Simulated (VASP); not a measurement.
Runs of VASP 6.6.1 on SrCl2. The structure is that of space group P6/mmm (No. 191), or close to it. The cells are those of the table. 

```csv
task,cell,cutoff (eV),gap on the mesh (eV),pressure (GPa)
single point,"a = 4.374, b = 4.374, c = 2.927 Å, angles 90.0, 90.0, 120.0°, 3 atoms",520,(b),(a)
single point,"a = 5.016, b = 5.016, c = 3.653 Å, angles 90.0, 90.0, 120.0°, 3 atoms",520,1.36,0.0
relaxation of cell and atoms,"relaxed from a = 4.390, b = 4.390, c = 4.829 Å, angles 90.0, 90.0, 120.0°, 3 atoms",600,1.36,0.0
single point,"a = 4.490, b = 4.490, c = 3.044 Å, angles 90.0, 90.0, 120.0°, 3 atoms",520,0.61,30.3
single point,"a = 4.660, b = 4.660, c = 3.229 Å, angles 90.0, 90.0, 120.0°, 3 atoms",520,0.99,(c)
relaxation of cell and atoms,"relaxed to 15 GPa from a = 4.390, b = 4.390, c = 4.829 Å, angles 90.0, 90.0, 120.0°, 3 atoms",600,1.00,15.0
relaxation of cell and atoms,"relaxed to 45 GPa from a = 4.390, b = 4.390, c = 4.829 Å, angles 90.0, 90.0, 120.0°, 3 atoms",600,0.29,45.0
relaxation of cell and atoms,"relaxed to 30 GPa from a = 4.390, b = 4.390, c = 4.829 Å, angles 90.0, 90.0, 120.0°, 3 atoms",600,0.62,30.1
```

Alike in all rows: level PBE; potentials or basis VASP PAW PBE potentials, release 64 (Sr_sv, Cl); no spin polarisation; k mesh 6 × 6 × 5; smearing gaussian 0.01 eV.

Q: Fill in the values left out.

A: (a) 45.5; (b) 0.28; (c) 15.2.

Caveats: some runs use coarse meshes; the cell is relaxed towards a set pressure, so the enthalpy falls and the energy may rise (some runs).

A k mesh can miss the band edges, and the runs leave out spin-orbit coupling on Sr.
